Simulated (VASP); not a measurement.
# Cu (P6_3/mmc) in VASP: single point with r2SCAN

Aim: the single point of Cu with r2SCAN.

Program: VASP 6.6.1. These are calculated values, not measurements. Logs are shortened: lines on timing, memory, paths and dates and some standing lists are left out, and cuts for length are marked.

## 1. The cell of the first run

Symmetry: P6_3/mmc, No. 194, hexagonal system. Conventional cell: a = 2.531 Å, b = 2.531 Å, c = 8.262 Å, α = 90.00°, β = 90.00°, γ = 120.00°. Within 3.3 Å of Cu (site symmetry -3m) lie 12 Cu at 2.53 Å. Within 3.3 Å of Cu (site symmetry -6m2) lie 12 Cu at 2.53 Å.

## 2. Single point, r2SCAN

POSCAR

```
Cu
1.0
    2.5307640267      0.0000000000      0.0000000000
   -1.2653820134      2.1917059381      0.0000000000
    0.0000000000      0.0000000000      8.2618150800
Cu
4
Direct
    0.0000000000      0.0000000000      0.0000000000
    0.3333333300      0.6666666700      0.2500000000
    0.0000000000      0.0000000000      0.5000000000
    0.6666666700      0.3333333300      0.7500000000
```

INCAR.step1

```
SYSTEM = Cu
PREC = Accurate
ENCUT = 520
ISMEAR = 0
SIGMA = 0.1
LREAL = .False.
LASPH = .True.
NELM = 100
NBANDS = 30
GGA = PE
ALGO = Normal
EDIFF = 1E-4
LWAVE = .True.
LCHARG = .False.
```

INCAR.step2

```
SYSTEM = Cu
PREC = Accurate
ENCUT = 520
EDIFF = 1E-7
ISMEAR = 0
SIGMA = 0.1
LREAL = .False.
LASPH = .True.
NELM = 100
ALGO = Normal
ISIF = 2
LWAVE = .False.
LCHARG = .False.
METAGGA = R2SCAN
LMIXTAU = .True.
NBANDS = 30
ISTART = 1
```

KPOINTS

```
regular mesh
0
Gamma
  12 12 2
  0 0 0
```

Potentials or basis: VASP PAW PBE potentials, release 64 (Cu).

Run with:

```
> cat potpaw_PBE.64/Cu/POTCAR > POTCAR
> cp INCAR.step1 INCAR
> mpirun -np 1 vasp_std > vasp.out
> cp INCAR.step2 INCAR
> mpirun -np 1 vasp_std > vasp.out
```

OUTCAR:

```text
SYSTEM = Cu
   PREC = Accurate
   ENCUT = 520
   EDIFF = 1E-7
   ISMEAR = 0
   LREAL = .False.
   LASPH = .True.
   NELM = 100
   ISIF = 2
   METAGGA = R2SCAN
   ISTART = 1

 ion  position               nearest neighbor table
   1  0.000  0.000  0.000-   2 2.53   4 2.53   4 2.53   2 2.53   4 2.53   2 2.53
   2  0.333  0.667  0.250-   1 2.53   3 2.53   1 2.53   3 2.53   1 2.53   3 2.53
   3  0.000  0.000  0.500-   2 2.53   4 2.53   4 2.53   2 2.53   4 2.53   2 2.53
   4  0.667  0.333  0.750-   1 2.53   3 2.53   1 2.53   3 2.53   1 2.53   3 2.53

  LATTYP: Found a hexagonal cell.
 ALAT       =     2.5307640267
 C/A-ratio  =     3.2645537051

  Lattice vectors:

 A1 = (   2.5307640267,   0.0000000000,   0.0000000000)
 A2 = (  -1.2653820134,   2.1917059381,   0.0000000000)
 A3 = (   0.0000000000,   0.0000000000,   8.2618150800)

Analysis of symmetry for initial positions (statically):
=====================================================================
 Subroutine PRICEL returns:
 Original cell was already a primitive cell.

 Routine SETGRP: Setting up the symmetry group for a
 hexagonal supercell.

 Subroutine GETGRP returns: Found 24 space group operations
 (whereof 12 operations were pure point group operations)
 out of a pool of 24 trial point group operations.

The static configuration has the point symmetry D_3d.
 The point group associated with its full space group is D_6h.

Analysis of symmetry for dynamics (positions and initial velocities):
=====================================================================
 Subroutine PRICEL returns:
 Original cell was already a primitive cell.

 Routine SETGRP: Setting up the symmetry group for a
 hexagonal supercell.

 Subroutine GETGRP returns: Found 24 space group operations
 (whereof 12 operations were pure point group operations)
 out of a pool of 24 trial point group operations.

The dynamic configuration has the point symmetry D_3d.
 The point group associated with its full space group is D_6h.

 Subroutine INISYM returns: Found 24 space group operations
 (whereof 12 operations are pure point group operations),
 and found     1 'primitive' translations

----------------------------------------------------------------------------------------

                                     Primitive cell

  volume of cell :      45.8257

  direct lattice vectors                    reciprocal lattice vectors
     2.530764027  0.000000000  0.000000000     0.395137591  0.228132794  0.000000000
    -1.265382013  2.191705938  0.000000000     0.000000000  0.456265589  0.000000000
     0.000000000  0.000000000  8.261815080     0.000000000  0.000000000  0.121038778

  length of vectors
     2.530764027  2.530764027  8.261815080     0.456265589  0.456265589  0.121038778

  position of ions in fractional coordinates (direct lattice)
     0.000000000  0.000000000  0.000000000
     0.333333330  0.666666670  0.250000000
     0.000000000  0.000000000  0.500000000
     0.666666670  0.333333330  0.750000000

  ion indices of the primitive-cell ions
   primitive index   ion index
                 1           1
                 2           2
                 3           3
                 4           4

----------------------------------------------------------------------------------------

 KPOINTS: regular mesh

Automatic generation of k-mesh.
 Grid dimensions read from file:
 generate k-points for:   12   12    2

 Generating k-lattice:

  Cartesian coordinates                     Fractional coordinates (reciprocal lattice)
     0.032928133  0.019011066  0.000000000     0.083333333  0.000000000  0.000000000
     0.000000000  0.038022132  0.000000000     0.000000000  0.083333333  0.000000000
     0.000000000  0.000000000  0.060519389     0.000000000  0.000000000  0.500000000

  Length of vectors
     0.038022132  0.038022132  0.060519389

  Shift w.r.t. Gamma in fractional coordinates (k-lattice)
     0.000000000  0.000000000  0.000000000

 Subroutine IBZKPT returns following result:
 ===========================================

 Found     38 irreducible k-points:

 Following reciprocal coordinates:
            Coordinates               Weight
  0.000000  0.000000  0.000000      1.000000
  0.083333 -0.000000  0.000000      6.000000
  0.166667 -0.000000  0.000000      6.000000
  0.250000 -0.000000  0.000000      6.000000
  0.333333  0.000000  0.000000      6.000000
  0.416667  0.000000  0.000000      6.000000
[... 16 lines left out ...]
  0.250000 -0.000000  0.500000      6.000000
  0.333333  0.000000  0.500000      6.000000
 [... further k-points ...]
   k-points           NKPTS =     38   k-points in BZ     NKDIM =     38   number of bands    NBANDS=     30
   number of dos      NEDOS =    301   number of ions     NIONS =      4
   total plane-waves  NPLWV =  25600
   dimension x,y,z NGX =    20 NGY =   20 NGZ =   64
   dimension x,y,z NGXF=    40 NGYF=   40 NGZF=  128
   ions per type =               4
   NGX,Y,Z   is equivalent  to a cutoff of  13.14, 13.14, 12.88 a.u.
   NGXF,Y,Z  is equivalent  to a cutoff of  26.28, 26.28, 25.76 a.u.
 SYSTEM =  Cu
   PREC   = accura    normal or accurate (medium, high low for compatibility)
   ISTART =      1    job   : 0-new  1-cont  2-samecut
   ICHARG =      0    charge: 1-file 2-atom 10-const
   ISPIN  =      1    spin polarized calculation?
   LNONCOLLINEAR =      F non collinear calculations
   LSORBIT =      F    spin-orbit coupling
   LASPH  =      T    aspherical Exc in radial PAW
   ENCUT  =  520.0 eV  38.22 Ry    6.18 a.u.   4.71  4.71 15.36*2*pi/ulx,y,z
   NELM   =    100;   NELMIN=  2; NELMDL=  0     # of ELM steps
   EDIFF  = 0.1E-06   stopping-criterion for ELM
   LREAL  =      F    real-space projection
   EDIFFG = 0.1E-05   stopping-criterion for IOM
   NSW    =      0    number of steps for IOM
   IBRION =     -1    ionic relax: 0-MD 1-quasi-New 2-CG
   NFREE  =      0    steps in history (QN), initial steepest desc. (CG)
   ISIF   =      2    stress and relaxation
   ISYM   =      2    0-nonsym 1-usesym 2-fastsym
   POTIM  = 0.5000    time-step for ionic-motion
   TEBEG  =    0.0;   TEEND  =   0.0 temperature during run
   PSTRESS=    0.0 pullay stress
   NELECT =      44.0000    total number of electrons
   NUPDOWN=      -1.0000    fix difference up-down
   EMIN   =  10.00;   EMAX   =-10.00  energy-range for DOS
   EFERMI =   0.00;   METHOD = LEGACY
   ISMEAR =     0;   SIGMA  =   0.10  broadening in eV -4-tet -1-fermi 0-gaus
   EFERMI_NEDOS =   21; number of points for ismear=-14 and -15
   IALGO  =     38    algorithm
   IMIX   =      4    mixing-type and parameters
     AMIX     =   0.40;   BMIX     =  1.00
     AMIX_MAG =   1.60;   BMIX_MAG =  1.00
  volume/ion in A,a.u.               =      11.46        77.31
  Fermi-wavevector in a.u.,A,eV,Ry     =   1.615062  3.052025 35.489789  2.608426
  Thomas-Fermi vector in A             =   2.709870
   LORBIT       =      0    0 simple, 1 ext, 2 COOP (PROOUT), +10 PAW based schemes
   METAGGA = R2SCAN    functional components
   LHFCALC =     F    Hartree Fock is set to
   AEXX    =    0.0000 exact exchange contribution
   IVDW    =     0    specifies the selected vdW correction
   LEPSILON=     F    determine dielectric tensor
   LRPA    =     F    only Hartree local field effects (RPA)
 non-spin polarized calculation
 Gauss-broadening in eV      SIGMA  =   0.10
  energy-cutoff  :      520.00
  volume of cell :       45.83
 maximum number of plane-waves:      1250
 NGX is ok and might be reduce to    20
   NGX =  9   NGY =  9   NGZ = 31

 number of electron      43.9999989 magnetization

 Free energy of the ion-electron system (eV)
  ---------------------------------------------------
  ext. energy  EPLUGINS =         0.00000000
  ---------------------------------------------------
  free energy    TOTEN  =       -43.26614013 eV

  energy without entropy =      -43.24837566  energy(sigma->0) =      -43.25725789

 E-fermi :   7.6409     XC(G=0): -13.9524

 val. band max:        7.6392082315   @ k =   0.2500   0.2500   0.5000
 cond. band min:       7.6415631484   @ k =   0.4167   0.0833   0.5000
 fundamental gap:      0.0023549169
 Fermi energy:         7.6408632291

 k-point     1 :       0.0000    0.0000    0.0000
  band No.  band energies     occupation
      1      -2.1353      2.00000
      2       0.1101      2.00000
      3       0.1209      2.00000
      4       2.3569      2.00000
      5       4.2617      2.00000
      6       4.2645      2.00000
[... 22 lines left out ...]
     29      30.7157      0.00000
     30      31.1510      0.00000

 k-point     2 :       0.0833   -0.0000    0.0000
  band No.  band energies     occupation
      1      -1.8971      2.00000
      2       0.3214      2.00000
      3       0.3319      2.00000
      4       2.4941      2.00000
      5       4.1512      2.00000
      6       4.2045      2.00000
[... 22 lines left out ...]
     29      28.8411      0.00000
     30      28.8818      0.00000

 k-point     3 :       0.1667   -0.0000    0.0000
  band No.  band energies     occupation
      1      -1.1989      2.00000
      2       0.9151      2.00000
      3       0.9246      2.00000
      4       2.8446      2.00000
      5       3.9489      2.00000
      6       4.0683      2.00000
[... 22 lines left out ...]
     29      24.9638      0.00000
     30      25.0185      0.00000

 k-point     4 :       0.2500   -0.0000    0.0000
  band No.  band energies     occupation
      1      -0.1052      2.00000
      2       1.7181      2.00000
      3       1.7259      2.00000
      4       3.1731      2.00000
      5       3.7803      2.00000
      6       3.8112      2.00000
[... 616 lines left out ...]
     29      27.3153      0.00000
     30      27.3418      0.00000

 k-point    23 :       0.2500   -0.0000    0.5000
  band No.  band energies     occupation
      1       0.4039      2.00000
      2       0.4039      2.00000
      3       2.9591      2.00000
      4       2.9591      2.00000
      5       3.6336      2.00000
      6       3.6336      2.00000
[... 22 lines left out ...]
     29      23.7099      0.00000
     30      23.7099      0.00000

 k-point    24 :       0.3333    0.0000    0.5000
  band No.  band energies     occupation
      1       1.5514      2.00000
      2       1.5514      2.00000
      3       3.0015      2.00000
      4       3.0015      2.00000
      5       3.4091      2.00000
      6       3.4091      2.00000
[... 22 lines left out ...]
     29      20.3434      0.00000
     30      20.3434      0.00000

 [... further k-points ...]
[... 5 lines left out ...]
  --------------------------------------------------------------------------------------
  -------------------------------------------------------------------------------------
  Total        0.2003900      0.2003900      0.0852808     -0.0000000      0.0000000      0.0000000
  in kB        7.0061143      7.0061143      2.9816217     -0.0000000      0.0000000      0.0000000
  external PRESSURE =       5.6646168 kB  Pullay stress =       0.0000000 kB

 VOLUME and BASIS-vectors are now :
 -----------------------------------------------------------------------------
  energy-cutoff  :      520.00
  volume of cell :       45.83
      direct lattice vectors                 reciprocal lattice vectors
     2.530764027  0.000000000  0.000000000     0.395137591  0.228132794  0.000000000
    -1.265382013  2.191705938  0.000000000     0.000000000  0.456265589  0.000000000
     0.000000000  0.000000000  8.261815080     0.000000000  0.000000000  0.121038778

 POSITION                                       TOTAL-FORCE (eV/Angst)
 -----------------------------------------------------------------------------------
      0.00000      0.00000      0.00000         0.000000      0.000000      0.000000
     -0.00000      1.46114      2.06545         0.000000      0.000000      0.000000
      0.00000      0.00000      4.13091        -0.000000      0.000000      0.000000
      1.26538      0.73057      6.19636        -0.000000     -0.000000     -0.000000
 -----------------------------------------------------------------------------------
    total drift:                               -0.000000      0.000000      0.000000

  FREE ENERGIE OF THE ION-ELECTRON SYSTEM (eV)
  ---------------------------------------------------
  free  energy   TOTEN  =       -43.2661401280 eV

  energy  without entropy=      -43.2483756567  energy(sigma->0) =      -43.25725789
```

Wall time 2 min (1 thread of Intel Xeon 6975P-C (Granite Rapids), shared host); peak memory 0.18 GiB.

Results:

* Free energy: -43.2661 eV
* Pressure: 0.6 GPa
* Band gap on the k mesh: zero (band 22 reaches 11.30 eV, above the bottom of band 23 at 5.84 eV)

Caveat: the k points lie up to 0.38 Å⁻¹ apart; the PAW data sets were made with another functional, which shifts forces and pressure a little.
